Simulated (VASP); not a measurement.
# CoSi2 (I4/mmm) in VASP: a series of runs, part 2 of 2

VASP 6.6.1. The steps go on from the part before.

## 3. Single point, PBEsol (biaxial strain in the a-b plane: -4.5 %, then relaxed in part)

Input file INCAR:

```
SYSTEM = CoSi2
  PREC = Accurate
  ENCUT = 520
  EDIFF = 1E-6
  ISMEAR = 0
  SIGMA = 0.1
  LREAL = .False.
  LASPH = .True.
  NELM = 60
  ALGO = Normal
  ISIF = 2
  LWAVE = .False.
  LCHARG = .True.
  GGA = PS
  LELF = .True.
  LVHAR = .True.
  NBANDS = 26
```

Input file KPOINTS:

```
Automatic mesh
0
Gamma
  10 10 8
  0 0 0
```

Input file POSCAR:

```
CoSi2
1.0
    2.5367225329      2.5367225329      0.0000000000
   -2.5367225329      2.5367225329      0.0000000000
    0.0000000000      0.0000000000      5.6444817685
Co Si
2 4
Direct
    0.0000000000      0.0000000000      0.0000000000
    0.5000000000      0.5000000000      0.5000000000
    0.0000000000      0.5000000000      0.7500000000
    0.5000000000      0.0000000000      0.7500000000
    0.5000000000      0.0000000000      0.2500000000
    0.0000000000      0.5000000000      0.2500000000
```

Potentials or basis: VASP PAW PBE potentials, release 64 (Co, Si).

Run with:

```
cat potpaw_PBE.64/Co/POTCAR potpaw_PBE.64/Si/POTCAR > POTCAR
mpirun -np 1 vasp_std > vasp.out
```

OUTCAR:

```text
SYSTEM = CoSi2
   PREC = Accurate
   ENCUT = 520
   EDIFF = 1E-6
   ISMEAR = 0
   LREAL = .False.
   LASPH = .True.
   NELM = 60
   ISIF = 2
   GGA = PS

 ion  position               nearest neighbor table
   1  0.000  0.000  0.000-   3 2.28   4 2.28   5 2.28   6 2.28   3 2.28   6 2.28   4 2.28   5 2.28

   2  0.500  0.500  0.500-   3 2.28   4 2.28   5 2.28   6 2.28   4 2.28   5 2.28   3 2.28   6 2.28

   3  0.000  0.500  0.750-   1 2.28   2 2.28   1 2.28   2 2.28   4 2.54   4 2.54   4 2.54   4 2.54
                             6 2.82   6 2.82
   4  0.500  0.000  0.750-   1 2.28   2 2.28   2 2.28   1 2.28   3 2.54   3 2.54   3 2.54   3 2.54
                             5 2.82   5 2.82
   5  0.500  0.000  0.250-   1 2.28   2 2.28   2 2.28   1 2.28   6 2.54   6 2.54   6 2.54   6 2.54
                             4 2.82   4 2.82
   6  0.000  0.500  0.250-   1 2.28   2 2.28   1 2.28   2 2.28   5 2.54   5 2.54   5 2.54   5 2.54
                             3 2.82   3 2.82

  LATTYP: Found a simple tetragonal cell.
 ALAT       =     3.5874674100
 C/A-ratio  =     1.5733890022

  Lattice vectors:

 A1 = (   2.5367225329,   2.5367225329,   0.0000000000)
 A2 = (  -2.5367225329,   2.5367225329,   0.0000000000)
 A3 = (   0.0000000000,   0.0000000000,   5.6444817685)

Analysis of symmetry for initial positions (statically):
=====================================================================
 Subroutine PRICEL returns following result:

  LATTYP: Found a body centered tetragonal cell.
 ALAT       =     3.5874674100
 C/A-ratio  =     1.5733890022

  Lattice vectors:

 A1 = (   2.5367225329,   0.0000000000,  -2.8222408843)
 A2 = (  -2.5367225329,   0.0000000000,  -2.8222408843)
 A3 = (   0.0000000000,   2.5367225329,   2.8222408843)

   2 primitive cells build up your supercell.

 Routine SETGRP: Setting up the symmetry group for a
 simple tetragonal supercell.

 Subroutine GETGRP returns: Found 16 space group operations
[... 150 lines left out ...]
     AMIX_MAG =   1.60;   BMIX_MAG =  1.00
  volume/ion in A,a.u.               =      12.11        81.70
  Fermi-wavevector in a.u.,A,eV,Ry     =   1.271065  2.401965 21.981662  1.615607
  Thomas-Fermi vector in A             =   2.404018
   LORBIT       =      0    0 simple, 1 ext, 2 COOP (PROOUT), +10 PAW based schemes
   GGA     = PS    functional components
   LHFCALC =     F    Hartree Fock is set to
   AEXX    =    0.0000 exact exchange contribution
   IVDW    =     0    specifies the selected vdW correction
   LEPSILON=     F    determine dielectric tensor
   LRPA    =     F    only Hartree local field effects (RPA)
 non-spin polarized calculation
 Gauss-broadening in eV      SIGMA  =   0.10
  energy-cutoff  :      520.00
  volume of cell :       72.64
 maximum number of plane-waves:      1977
 NGX is ok and might be reduce to    28
   NGX = 13   NGY = 13   NGZ = 21

 number of electron      34.0000008 magnetization

 Free energy of the ion-electron system (eV)
  ---------------------------------------------------
  ext. energy  EPLUGINS =         0.00000000
  ---------------------------------------------------
  free energy    TOTEN  =       -41.74451477 eV

  energy without entropy =      -41.73418515  energy(sigma->0) =      -41.73934996

 E-fermi :  10.7666     XC(G=0): -12.1156

 val. band max:       10.7628571885   @ k =   0.3000   0.1000   0.1250
 cond. band min:      10.7731316609   @ k =   0.2000   0.1000   0.3750
 fundamental gap:      0.0102744724
 Fermi energy:        10.7665828258

 k-point     1 :       0.0000    0.0000    0.0000
  band No.  band energies     occupation
      1      -2.8469      2.00000
      2       0.4532      2.00000
      3       3.1721      2.00000
      4       5.0455      2.00000
      5       6.3101      2.00000
      6       6.3101      2.00000
[... 685 lines left out ...]
     25      16.4880      0.00000
     26      17.0401      0.00000

 [... further k-points ...]

------------------------ aborting loop because EDIFF is reached ----------------------------------------

  FORCE on cell =-STRESS in cart. coord.  units (eV):
  Direction    XX          YY          ZZ          XY          YZ          ZX
  --------------------------------------------------------------------------------------
  -------------------------------------------------------------------------------------
  Total        4.9819203      4.9819203      0.0685073      0.0000000      0.0000000     -0.0000000
  in kB      109.8771430    109.8771430      1.5109412      0.0000000      0.0000000     -0.0000000
  external PRESSURE =      73.7550757 kB  Pullay stress =       0.0000000 kB

 VOLUME and BASIS-vectors are now :
 -----------------------------------------------------------------------------
  energy-cutoff  :      520.00
  volume of cell :       72.64
      direct lattice vectors                 reciprocal lattice vectors
     2.536722533  2.536722533  0.000000000     0.197104726  0.197104726  0.000000000
    -2.536722533  2.536722533  0.000000000    -0.197104726  0.197104726  0.000000000
     0.000000000  0.000000000  5.644481769     0.000000000  0.000000000  0.177164183

 POSITION                                       TOTAL-FORCE (eV/Angst)
 -----------------------------------------------------------------------------------
      0.00000      0.00000      0.00000        -0.000000      0.000000      0.000000
      0.00000      2.53672      2.82224        -0.000000      0.000000     -0.000000
     -1.26836      1.26836      4.23336         0.000000     -0.000000      0.000000
      1.26836      1.26836      4.23336         0.000000     -0.000000      0.000000
      1.26836      1.26836      1.41112         0.000000     -0.000000      0.000000
     -1.26836      1.26836      1.41112         0.000000     -0.000000      0.000000
 -----------------------------------------------------------------------------------
    total drift:                               -0.000000      0.000000      0.000000

  FREE ENERGIE OF THE ION-ELECTRON SYSTEM (eV)
  ---------------------------------------------------
  free  energy   TOTEN  =       -41.7445147712 eV

  energy  without entropy=      -41.7341851528  energy(sigma->0) =      -41.73934996
```

OSZICAR:

```text
N       E                     dE             d eps       ncg     rms          rms(c)
DAV:   1     0.192201637547E+03    0.19220E+03   -0.14125E+04  5460   0.133E+03
DAV:   2    -0.303142962103E+02   -0.22252E+03   -0.20817E+03  5494   0.292E+02
DAV:   3    -0.446313845540E+02   -0.14317E+02   -0.13706E+02  6764   0.860E+01
DAV:   4    -0.450889246543E+02   -0.45754E+00   -0.45435E+00  6728   0.146E+01
DAV:   5    -0.451057906193E+02   -0.16866E-01   -0.16853E-01  7520   0.282E+00    0.226E+01
DAV:   6    -0.520897268902E+02   -0.69839E+01   -0.61014E+01  6734   0.133E+02    0.250E+01
DAV:   7    -0.416989303915E+02    0.10391E+02   -0.29513E+01  6600   0.110E+02    0.632E+00
DAV:   8    -0.418855103093E+02   -0.18658E+00   -0.35320E+00  6078   0.938E+00    0.360E+00
DAV:   9    -0.417481967102E+02    0.13731E+00   -0.30747E-01  7026   0.905E+00    0.926E-01
DAV:  10    -0.417450310082E+02    0.31657E-02   -0.28334E-02  6822   0.125E+00    0.414E-01
DAV:  11    -0.417445875752E+02    0.44343E-03   -0.34066E-03  7346   0.875E-01    0.135E-01
DAV:  12    -0.417445526451E+02    0.34930E-04   -0.59388E-04  7886   0.394E-01    0.646E-02
DAV:  13    -0.417445156639E+02    0.36981E-04   -0.11079E-04  7548   0.167E-01    0.237E-02
DAV:  14    -0.417445148175E+02    0.84637E-06   -0.14558E-05  8212   0.315E-02    0.767E-03
DAV:  15    -0.417445147712E+02    0.46356E-07   -0.45897E-07  3174   0.554E-03
   1 F= -.41744515E+02 E0= -.41739350E+02  d E =-.103296E-01
```

Run time: 2.9 min. Hardware: 1 thread of Intel Xeon Platinum 8488C (Sapphire Rapids), shared host; peak memory 0.28 GiB.

Results:

| Item | Value |
| --- | --- |
| Free energy | -41.7445 eV |
| Pressure | 7.4 GPa |
| Band gap on the k mesh | zero (bands 17 and 18 overlap by 3.73 eV) |

Caveat: the cell differs from its parent crystal (biaxial strain in the a-b plane: -4.5 %, then relaxed in part); the cell stands under pressure; the PAW data sets were made with another functional, which shifts forces and pressure a little; the run has no spin polarisation, though such a crystal can be magnetic.

## 4. Single point, PBEsol (biaxial strain in the a-b plane: -3.0 %, then relaxed in part)

Input file INCAR:

```
  PREC = Accurate
  ENCUT = 520
  EDIFF = 1E-6
  ISMEAR = 0
  SIGMA = 0.1
  LREAL = F
  LASPH = T
  NELM = 100
  ALGO = Normal
  ISIF = 2
  LWAVE = F
  LCHARG = F
  GGA = PS
  NBANDS = 26
```

Input file KPOINTS:

```
Automatic mesh
0
Gamma
  10 10 8
```

Changes to POSCAR since step 3:

```diff
@@ -2,5 +2,5 @@
 1.0
-    2.5367225329      2.5367225329      0.0000000000
-   -2.5367225329      2.5367225329      0.0000000000
-    0.0000000000      0.0000000000      5.6444817685
+    2.5765663423      2.5765663423      0.0000000000
+   -2.5765663423      2.5765663423      0.0000000000
+    0.0000000000      0.0000000000      5.5232261217
 Co Si
```

Run with:

```
cat potpaw_PBE.64/Co/POTCAR potpaw_PBE.64/Si/POTCAR > POTCAR
mpirun -np 1 vasp_std > vasp.out
```

Wall time 3 min (1 thread of Intel Xeon Platinum 8488C (Sapphire Rapids), shared host); peak memory 0.29 GiB.

The run converged. Its results:

| Item | Value |
| --- | --- |
| Free energy | -41.8726 eV |
| Pressure | 4.9 GPa |
| Band gap on the k mesh | zero (bands 17 and 18 overlap by 3.54 eV) |

Stress tensor (GPa, compression positive):
```
7.31 0.00 0.00
0.00 7.31 0.00
0.00 0.00 0.14
```

Levels at points of the mesh, in eV from the Fermi level:
| k point | band 15 | band 16 | band 17 | band 18 | band 19 | band 20 |
| --- | --- | --- | --- | --- | --- | --- |
| (0.00, 0.00, 0.00) | -1.37 | 1.30 | 2.14 | 2.87 | 3.11 | 3.30 |
| (0.50, 0.00, 0.00) | -1.39 | -1.39 | 0.52 | 0.52 | 3.03 | 3.03 |
| (0.50, 0.50, 0.00) | -1.86 | -1.86 | -1.40 | -1.40 | 1.60 | 1.60 |
| (0.00, 0.00, 0.50) | -0.28 | -0.28 | -0.28 | -0.28 | 1.93 | 1.93 |
| (0.50, 0.00, 0.50) | -0.80 | -0.80 | -0.22 | -0.22 | 2.92 | 2.92 |
| (0.50, 0.50, 0.50) | -1.42 | -1.42 | -0.87 | -0.87 | 3.54 | 3.54 |

Caveat: the cell differs from its parent crystal (biaxial strain in the a-b plane: -3.0 %, then relaxed in part); the cell stands under pressure; the PAW data sets were made with another functional, which shifts forces and pressure a little; the run has no spin polarisation, though such a crystal can be magnetic. Spin polarisation is off, so any magnetic state and its effect on volume and gap are missing.

## 5. Overview

```csv
cell,gap on the mesh (eV),pressure (GPa)
"a = 3.587, b = 3.587, c = 5.456 Å, 6 atoms",none,15.3
"a = 3.587, b = 3.587, c = 5.644 Å, 6 atoms",none,7.4
"a = 3.644, b = 3.644, c = 5.523 Å, 6 atoms",none,4.9
```

Alike in all rows: task single point; level PBEsol; potentials or basis VASP PAW PBE potentials, release 64 (Co, Si); no spin polarisation; k mesh 10 × 10 × 8; cutoff (eV) 520; smearing gaussian 0.1 eV.

Caveats: the cell stands under pressure; the PAW data sets were made with another functional, which shifts forces and pressure a little; the run has no spin polarisation, though such a crystal can be magnetic.

Absolute energies hang on the potentials; compare differences alone.
